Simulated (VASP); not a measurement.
# WS2 in VASP: further runs

WS2 is run at these levels: PBE; tasks: single point.

Program: VASP 6.6.1. These are calculated values, not measurements. Logs are shortened: lines on timing, memory, paths and dates and some standing lists are left out, and cuts for length are marked.

### Step 1. The cell of the first run

The cell holds a slab with vacuum, 3 atoms: a = 3.119 Å, b = 3.119 Å, c = 16.605 Å, α = 90.00°, β = 90.00°, γ = 120.00°.

### Step 2. Single point, PBE (volume scaled by 0.94)

INCAR

```
PREC = Accurate
ENCUT = 520
EDIFF = 1E-6
ISMEAR = -1
SIGMA = 0.05
LREAL = F
LASPH = T
NELM = 80
ALGO = Normal
ISIF = 2
LWAVE = F
LCHARG = F
GGA = PE
NBANDS = 20
```

KPOINTS

```
Automatic mesh
0
Gamma
  10 10 2
```

POSCAR

```
WS2
1.0
    3.1185283984      0.0000000000      0.0000000000
   -1.5592641992      2.7007248154      0.0000000000
    0.0000000000      0.0000000000     16.6045506357
W S
1 2
Direct
    0.0000000000      0.0000000000      0.0000000000
    0.3333333333      0.6666666667      0.0920005100
    0.3333333333      0.6666666667      0.9079994900
```

Potentials or basis: VASP PAW PBE potentials, release 64 (W_sv, S).

Started as:

```bash
> cat potpaw_PBE.64/W_sv/POTCAR potpaw_PBE.64/S/POTCAR > POTCAR
> mpirun -np 1 vasp_std > vasp.out
```

OUTCAR:

```text
PREC = Accurate
   ENCUT = 520
   EDIFF = 1E-6
   ISMEAR = -1
   LREAL = F
   LASPH = T
   NELM = 80
   ISIF = 2
   GGA = PE

 ion  position               nearest neighbor table
   1  0.000  0.000  0.000-   2 2.36   3 2.36   2 2.36   3 2.36   2 2.36   3 2.36
   2  0.333  0.667  0.092-   1 2.36   1 2.36   1 2.36
   3  0.333  0.667  0.908-   1 2.36   1 2.36   1 2.36

  LATTYP: Found a hexagonal cell.
 ALAT       =     3.1185283984
 C/A-ratio  =     5.3244827414

  Lattice vectors:

 A1 = (   3.1185283984,   0.0000000000,   0.0000000000)
 A2 = (  -1.5592641992,   2.7007248154,   0.0000000000)
 A3 = (   0.0000000000,   0.0000000000,  16.6045506357)

Analysis of symmetry for initial positions (statically):
=====================================================================
 Subroutine PRICEL returns:
 Original cell was already a primitive cell.

 Routine SETGRP: Setting up the symmetry group for a
 hexagonal supercell.

 Subroutine GETGRP returns: Found 12 space group operations
 (whereof 12 operations were pure point group operations)
 out of a pool of 24 trial point group operations.

The static configuration has the point symmetry D_3h.

Analysis of symmetry for dynamics (positions and initial velocities):
=====================================================================
 Subroutine PRICEL returns:
 Original cell was already a primitive cell.

 Routine SETGRP: Setting up the symmetry group for a
 hexagonal supercell.

 Subroutine GETGRP returns: Found 12 space group operations
 (whereof 12 operations were pure point group operations)
 out of a pool of 24 trial point group operations.

The dynamic configuration has the point symmetry D_3h.

 Subroutine INISYM returns: Found 12 space group operations
 (whereof 12 operations are pure point group operations),
 and found     1 'primitive' translations

----------------------------------------------------------------------------------------

                                     Primitive cell

  volume of cell :     139.8483

  direct lattice vectors                    reciprocal lattice vectors
     3.118528398  0.000000000  0.000000000     0.320664067  0.185135486  0.000000000
    -1.559264199  2.700724815  0.000000000     0.000000000  0.370270971  0.000000000
     0.000000000  0.000000000 16.604550636     0.000000000  0.000000000  0.060224454

  length of vectors
     3.118528398  3.118528398 16.604550636     0.370270971  0.370270971  0.060224454

  position of ions in fractional coordinates (direct lattice)
     0.000000000  0.000000000  0.000000000
     0.333333333  0.666666667  0.092000510
     0.333333333  0.666666667  0.907999490

  ion indices of the primitive-cell ions
   primitive index   ion index
                 1           1
                 2           2
                 3           3

----------------------------------------------------------------------------------------

 KPOINTS: Automatic mesh

Automatic generation of k-mesh.
 Grid dimensions read from file:
 generate k-points for:   10   10    2

 Generating k-lattice:

  Cartesian coordinates                     Fractional coordinates (reciprocal lattice)
     0.032066407  0.018513549  0.000000000     0.100000000 -0.000000000  0.000000000
     0.000000000  0.037027097  0.000000000     0.000000000  0.100000000  0.000000000
     0.000000000  0.000000000  0.030112227     0.000000000  0.000000000  0.500000000

  Length of vectors
     0.037027097  0.037027097  0.030112227

  Shift w.r.t. Gamma in fractional coordinates (k-lattice)
     0.000000000  0.000000000  0.000000000

 Subroutine IBZKPT returns following result:
 ===========================================

 Found     28 irreducible k-points:

 Following reciprocal coordinates:
            Coordinates               Weight
  0.000000  0.000000  0.000000      1.000000
  0.100000  0.000000  0.000000      6.000000
  0.200000  0.000000  0.000000      6.000000
  0.300000  0.000000  0.000000      6.000000
  0.400000  0.000000  0.000000      6.000000
  0.500000  0.000000  0.000000      3.000000
[... 16 lines left out ...]
  0.300000  0.100000  0.500000     12.000000
  0.400000  0.100000  0.500000     12.000000
 [... further k-points ...]
   k-points           NKPTS =     28   k-points in BZ     NKDIM =     28   number of bands    NBANDS=     20
   number of dos      NEDOS =    301   number of ions     NIONS =      3
   total plane-waves  NPLWV =  72576
   dimension x,y,z NGX =    24 NGY =   24 NGZ =  126
   dimension x,y,z NGXF=    48 NGYF=   48 NGZF=  252
   ions per type =               1   2
   NGX,Y,Z   is equivalent  to a cutoff of  12.79, 12.79, 12.62 a.u.
   NGXF,Y,Z  is equivalent  to a cutoff of  25.59, 25.59, 25.23 a.u.
 SYSTEM =  unknown system
   PREC   = accura    normal or accurate (medium, high low for compatibility)
   ISTART =      0    job   : 0-new  1-cont  2-samecut
   ICHARG =      2    charge: 1-file 2-atom 10-const
   ISPIN  =      1    spin polarized calculation?
   LNONCOLLINEAR =      F non collinear calculations
   LSORBIT =      F    spin-orbit coupling
   LASPH  =      T    aspherical Exc in radial PAW
   ENCUT  =  520.0 eV  38.22 Ry    6.18 a.u.   5.80  5.80 30.87*2*pi/ulx,y,z
   NELM   =     80;   NELMIN=  2; NELMDL= -5     # of ELM steps
   EDIFF  = 0.1E-05   stopping-criterion for ELM
   LREAL  =      F    real-space projection
   EDIFFG = 0.1E-04   stopping-criterion for IOM
   NSW    =      0    number of steps for IOM
   IBRION =     -1    ionic relax: 0-MD 1-quasi-New 2-CG
   NFREE  =      0    steps in history (QN), initial steepest desc. (CG)
   ISIF   =      2    stress and relaxation
   ISYM   =      2    0-nonsym 1-usesym 2-fastsym
   POTIM  = 0.5000    time-step for ionic-motion
   TEBEG  =    0.0;   TEEND  =   0.0 temperature during run
   PSTRESS=    0.0 pullay stress
   NELECT =      26.0000    total number of electrons
   NUPDOWN=      -1.0000    fix difference up-down
   EMIN   =  10.00;   EMAX   =-10.00  energy-range for DOS
   EFERMI =   0.00;   METHOD = LEGACY
   ISMEAR =    -1;   SIGMA  =   0.05  broadening in eV -4-tet -1-fermi 0-gaus
   EFERMI_NEDOS =   21; number of points for ismear=-14 and -15
   IALGO  =     38    algorithm
   IMIX   =      4    mixing-type and parameters
     AMIX     =   0.40;   BMIX     =  1.00
     AMIX_MAG =   1.60;   BMIX_MAG =  1.00
  volume/ion in A,a.u.               =      46.62       314.58
  Fermi-wavevector in a.u.,A,eV,Ry     =   0.934359  1.765682 11.878238  0.873026
  Thomas-Fermi vector in A             =   2.061155
   LORBIT       =      0    0 simple, 1 ext, 2 COOP (PROOUT), +10 PAW based schemes
   GGA     = PE    functional components
   LHFCALC =     F    Hartree Fock is set to
   AEXX    =    0.0000 exact exchange contribution
   IVDW    =     0    specifies the selected vdW correction
   LEPSILON=     F    determine dielectric tensor
   LRPA    =     F    only Hartree local field effects (RPA)
 non-spin polarized calculation
  energy-cutoff  :      520.00
  volume of cell :      139.85
 maximum number of plane-waves:      3796
 NGX is ok and might be reduce to    24
   NGX = 11   NGY = 11   NGZ = 61

 number of electron      25.9999998 magnetization

 Free energy of the ion-electron system (eV)
  ---------------------------------------------------
  ext. energy  EPLUGINS =         0.00000000
  ---------------------------------------------------
  free energy    TOTEN  =       -23.52784806 eV

  energy without entropy =      -23.52784806  energy(sigma->0) =      -23.52784806

 E-fermi :   0.1357     XC(G=0):  -4.6912

 val. band max:       -0.9760739618   @ k =   0.0000   0.0000   0.5000
 cond. band min:       1.2161455837   @ k =   0.3000   0.3000   0.5000
 fundamental gap:      2.1922195454
 Fermi energy:         0.1356652580

 k-point     1 :       0.0000    0.0000    0.0000
  band No.  band energies     occupation
      1     -74.7963      2.00000
      2     -39.1137      2.00000
      3     -38.9055      2.00000
      4     -38.9055      2.00000
      5     -16.1120      2.00000
      6     -14.2365      2.00000
[... 12 lines left out ...]
     19       4.5130      0.00000
     20       4.7828      0.00000

 k-point     2 :       0.1000    0.0000    0.0000
  band No.  band energies     occupation
      1     -74.7941      2.00000
      2     -39.1060      2.00000
      3     -38.9473      2.00000
      4     -38.9150      2.00000
      5     -15.9304      2.00000
      6     -14.1774      2.00000
[... 12 lines left out ...]
     19       4.7182      0.00000
     20       5.4657      0.00000

 k-point     3 :       0.2000    0.0000    0.0000
  band No.  band energies     occupation
      1     -74.7884      2.00000
      2     -39.0857      2.00000
      3     -39.0554      2.00000
      4     -38.9400      2.00000
      5     -15.4263      2.00000
      6     -14.0144      2.00000
[... 12 lines left out ...]
     19       5.2986      0.00000
     20       6.3487      0.00000

 k-point     4 :       0.3000    0.0000    0.0000
  band No.  band energies     occupation
      1     -74.7813      2.00000
      2     -39.1864      2.00000
      3     -39.0605      2.00000
      4     -38.9708      2.00000
      5     -14.7241      2.00000
      6     -13.7927      2.00000
[... 12 lines left out ...]
     19       6.0924      0.00000
     20       6.6826      0.00000

 k-point     5 :       0.4000    0.0000    0.0000
  band No.  band energies     occupation
      1     -74.7755      2.00000
      2     -39.2903      2.00000
      3     -39.0401      2.00000
      4     -38.9954      2.00000
      5     -14.0528      2.00000
      6     -13.5920      2.00000
[... 12 lines left out ...]
     19       6.6140      0.00000
     20       6.8115      0.00000
[... 353 lines left out ...]
      6     -14.0659      2.00000
[... 12 lines left out ...]
     19       5.0855      0.00000
     20       6.3620      0.00000

 k-point    22 :       0.2000    0.1000    0.5000
  band No.  band energies     occupation
      1     -74.7837      2.00000
      2     -39.1314      2.00000
      3     -39.0693      2.00000
      4     -38.9705      2.00000
      5     -14.9796      2.00000
      6     -13.8699      2.00000
[... 12 lines left out ...]
     19       5.7807      0.00000
     20       7.0461      0.00000

 k-point    23 :       0.3000    0.1000    0.5000
  band No.  band energies     occupation
      1     -74.7773      2.00000
      2     -39.2411      2.00000
      3     -39.0464      2.00000
      4     -39.0059      2.00000
      5     -14.2776      2.00000
      6     -13.6492      2.00000
[... 12 lines left out ...]
     19       6.5991      0.00000
     20       6.7572      0.00000

 k-point    24 :       0.4000    0.1000    0.5000
  band No.  band energies     occupation
      1     -74.7733      2.00000
      2     -39.3078      2.00000
      3     -39.0322      2.00000
      4     -39.0277      2.00000
      5     -13.7677      2.00000
      6     -13.4964      2.00000
[... 12 lines left out ...]
     19       7.4305      0.00000
     20       7.4444      0.00000

 [... further k-points ...]
[... 5 lines left out ...]
  --------------------------------------------------------------------------------------
  -------------------------------------------------------------------------------------
  Total        3.9487050      3.9487050      4.5207540      0.0000000      0.0000000      0.0000000
  in kB       45.2384904     45.2384904     51.7921923      0.0000000      0.0000000      0.0000000
  external PRESSURE =      47.4230577 kB  Pullay stress =       0.0000000 kB

 VOLUME and BASIS-vectors are now :
 -----------------------------------------------------------------------------
  energy-cutoff  :      520.00
  volume of cell :      139.85
      direct lattice vectors                 reciprocal lattice vectors
     3.118528398  0.000000000  0.000000000     0.320664067  0.185135486  0.000000000
    -1.559264199  2.700724815  0.000000000     0.000000000  0.370270971  0.000000000
     0.000000000  0.000000000 16.604550636     0.000000000  0.000000000  0.060224454

 POSITION                                       TOTAL-FORCE (eV/Angst)
 -----------------------------------------------------------------------------------
      0.00000      0.00000      0.00000        -0.000000     -0.000000      0.000000
     -0.00000      1.80048      1.52763        -0.000000     -0.000000      1.488837
     -0.00000      1.80048     15.07692         0.000000      0.000000     -1.488837
 -----------------------------------------------------------------------------------
    total drift:                                0.000000     -0.000000     -0.000000

  FREE ENERGIE OF THE ION-ELECTRON SYSTEM (eV)
  ---------------------------------------------------
  free  energy   TOTEN  =       -23.5278480616 eV

  energy  without entropy=      -23.5278480615  energy(sigma->0) =      -23.52784806
```

It took 2.4 min on 1 thread of AMD EPYC 7R43 (Zen 3), shared host; peak memory 0.23 GiB.

Results:

```yaml
Free_energy: -23.5278 eV
Largest_force: 1.489 eV/Å
Band_gap_on_the_k_mesh: 2.19 eV, indirect (least direct gap 2.34 eV)
```

Forces in eV/Å, atoms in the order of the input:
```
W    0.000  0.000  0.000
S    0.000  0.000  1.489
S    0.000  0.000 -1.489
```

Levels at points of the mesh, in eV from the valence-band top:
```tsv
k point	band 9	band 10	band 11	band 12	band 13	band 14	band 15	band 16	band 17	band 18
(0.00, 0.00, 0.00)	-3.05	-2.13	-1.68	-1.68	0.00	3.12	3.12	3.40	3.40	5.13
(0.50, 0.00, 0.00)	-4.64	-3.60	-2.12	-1.24	-0.93	3.14	3.63	4.30	5.19	5.35
(0.00, 0.00, 0.50)	-3.05	-2.13	-1.68	-1.68	0.00	3.12	3.12	3.40	3.40	5.26
(0.50, 0.00, 0.50)	-4.64	-3.60	-2.12	-1.24	-0.93	3.14	3.63	4.30	5.19	5.35
```

Caveat: spin-orbit coupling is left out, which moves the levels of the heavy elements.

### Step 3. Single point, PBE (volume scaled by 0.96)

INCAR

```
PREC     = Accurate       # precision mode
ENCUT    = 520            # plane-wave cutoff, eV
EDIFF    = 1E-6           # SCF threshold, eV
ISMEAR   = -1             # smearing method
SIGMA    = 0.05           # smearing width, eV
LREAL    = False          # projectors in reciprocal space
LASPH    = True           # aspherical terms in the spheres
NELM     = 100            # most SCF steps
ALGO     = Normal         # electronic algorithm
ISIF     = 2              # what is computed and relaxed
LWAVE    = False          # write WAVECAR
LCHARG   = False          # write CHGCAR
GGA      = PE             # functional
NBANDS   = 20             # bands
```

KPOINTS

```
regular mesh
0
Gamma
  10 10 2
```

POSCAR

```
WS2
1.0
    3.1404905896      0.0000000000      0.0000000000
   -1.5702452948      2.7197446309      0.0000000000
    0.0000000000      0.0000000000     16.7214879437
W S
1 2
Direct
    0.0000000000      0.0000000000      0.0000000000
    0.3333333333      0.6666666667      0.0920005100
    0.3333333333      0.6666666667      0.9079994900
```

Potentials or basis: VASP PAW PBE potentials, release 64 (W_sv, S).

Started as:

```bash
> cat potpaw_PBE.64/W_sv/POTCAR potpaw_PBE.64/S/POTCAR > POTCAR
> mpirun -np 1 vasp_std > vasp.out
```

OUTCAR:

```text
PREC = Accurate
   ENCUT = 520
   EDIFF = 1E-6
   ISMEAR = -1
   LREAL = False
   LASPH = True
   NELM = 100
   ISIF = 2
   GGA = PE

 ion  position               nearest neighbor table
   1  0.000  0.000  0.000-   2 2.38   3 2.38   2 2.38   3 2.38   2 2.38   3 2.38
   2  0.333  0.667  0.092-   1 2.38   1 2.38   1 2.38
   3  0.333  0.667  0.908-   1 2.38   1 2.38   1 2.38

  LATTYP: Found a hexagonal cell.
 ALAT       =     3.1404905896
 C/A-ratio  =     5.3244827414

  Lattice vectors:

 A1 = (   3.1404905896,   0.0000000000,   0.0000000000)
 A2 = (  -1.5702452948,   2.7197446309,   0.0000000000)
 A3 = (   0.0000000000,   0.0000000000,  16.7214879437)

Analysis of symmetry for initial positions (statically):
=====================================================================
 Subroutine PRICEL returns:
 Original cell was already a primitive cell.

 Routine SETGRP: Setting up the symmetry group for a
 hexagonal supercell.

 Subroutine GETGRP returns: Found 12 space group operations
[... 157 lines left out ...]
 number of electron      25.9999996 magnetization

 Free energy of the ion-electron system (eV)
  ---------------------------------------------------
  ext. energy  EPLUGINS =         0.00000000
  ---------------------------------------------------
  free energy    TOTEN  =       -23.60188715 eV

  energy without entropy =      -23.60188715  energy(sigma->0) =      -23.60188715

 E-fermi :  -0.0296     XC(G=0):  -4.6404

 val. band max:       -1.0587075245   @ k =   0.0000   0.0000   0.5000
 cond. band min:       1.0678989687   @ k =   0.3000   0.3000   0.5000
 fundamental gap:      2.1266064932
 Fermi energy:        -0.0295937594

 k-point     1 :       0.0000    0.0000    0.0000
  band No.  band energies     occupation
      1     -74.9452      2.00000
      2     -39.2335      2.00000
      3     -39.0485      2.00000
      4     -39.0485      2.00000
      5     -16.0691      2.00000
      6     -14.2668      2.00000
[... 541 lines left out ...]
     19       7.2669      0.00000
     20       7.2882      0.00000

 [... further k-points ...]
[... 5 lines left out ...]
  --------------------------------------------------------------------------------------
  -------------------------------------------------------------------------------------
  Total        2.6842296      2.6842296      3.1954505      0.0000000      0.0000000      0.0000000
  in kB       30.1113134     30.1113134     35.8461184      0.0000000      0.0000000      0.0000000
  external PRESSURE =      32.0229151 kB  Pullay stress =       0.0000000 kB

 VOLUME and BASIS-vectors are now :
 -----------------------------------------------------------------------------
  energy-cutoff  :      520.00
  volume of cell :      142.82
      direct lattice vectors                 reciprocal lattice vectors
     3.140490590  0.000000000  0.000000000     0.318421588  0.183840789  0.000000000
    -1.570245295  2.719744631  0.000000000     0.000000000  0.367681579  0.000000000
     0.000000000  0.000000000 16.721487944     0.000000000  0.000000000  0.059803290

 POSITION                                       TOTAL-FORCE (eV/Angst)
 -----------------------------------------------------------------------------------
      0.00000      0.00000      0.00000        -0.000000      0.000000      0.000000
     -0.00000      1.81316      1.53839         0.000000      0.000000      1.047700
     -0.00000      1.81316     15.18310        -0.000000      0.000000     -1.047700
 -----------------------------------------------------------------------------------
    total drift:                                0.000000     -0.000000     -0.000000

  FREE ENERGIE OF THE ION-ELECTRON SYSTEM (eV)
  ---------------------------------------------------
  free  energy   TOTEN  =       -23.6018871476 eV

  energy  without entropy=      -23.6018871475  energy(sigma->0) =      -23.60188715
```

stdout:

```text
POSCAR found type information on POSCAR W S
 POSCAR found :  2 types and       3 ions
 scaLAPACK will be used
 LDA part: xc-table for (Slater+PW92), standard interpolation
 POSCAR, INCAR and KPOINTS ok, starting setup
 FFT: planning ... GRIDC
 FFT: planning ... GRID_SOFT
 FFT: planning ... GRID
 WAVECAR not read
 entering main loop
```

Wall time 2.2 min (1 thread of AMD EPYC 7R43 (Zen 3), shared host); peak memory 0.24 GiB.

Results:

| Property | Result |
| --- | --- |
| Free energy | -23.6019 eV |
| Largest force | 1.048 eV/Å |
| Band gap on the k mesh | 2.13 eV, indirect (least direct gap 2.28 eV) |

Forces on the atoms (eV/Å):
```
W    0.000  0.000  0.000
S    0.000  0.000  1.048
S    0.000  0.000 -1.048
```

Levels at points of the mesh, in eV from the valence-band top:
| k point | band 10 | band 11 | band 12 | band 13 | band 14 | band 15 | band 16 | band 17 |
| --- | --- | --- | --- | --- | --- | --- | --- | --- |
| (0.00, 0.00, 0.00) | -2.11 | -1.67 | -1.67 | 0.00 | 3.04 | 3.04 | 3.29 | 3.29 |
| (0.50, 0.00, 0.00) | -3.55 | -2.12 | -1.26 | -0.93 | 3.04 | 3.52 | 4.23 | 5.04 |
| (0.00, 0.00, 0.50) | -2.11 | -1.67 | -1.67 | 0.00 | 3.04 | 3.04 | 3.29 | 3.29 |
| (0.50, 0.00, 0.50) | -3.55 | -2.12 | -1.26 | -0.93 | 3.04 | 3.52 | 4.23 | 5.04 |

Caveat: spin-orbit coupling is left out, which moves the levels of the heavy elements.

(Part 1 of 2 ends here.)
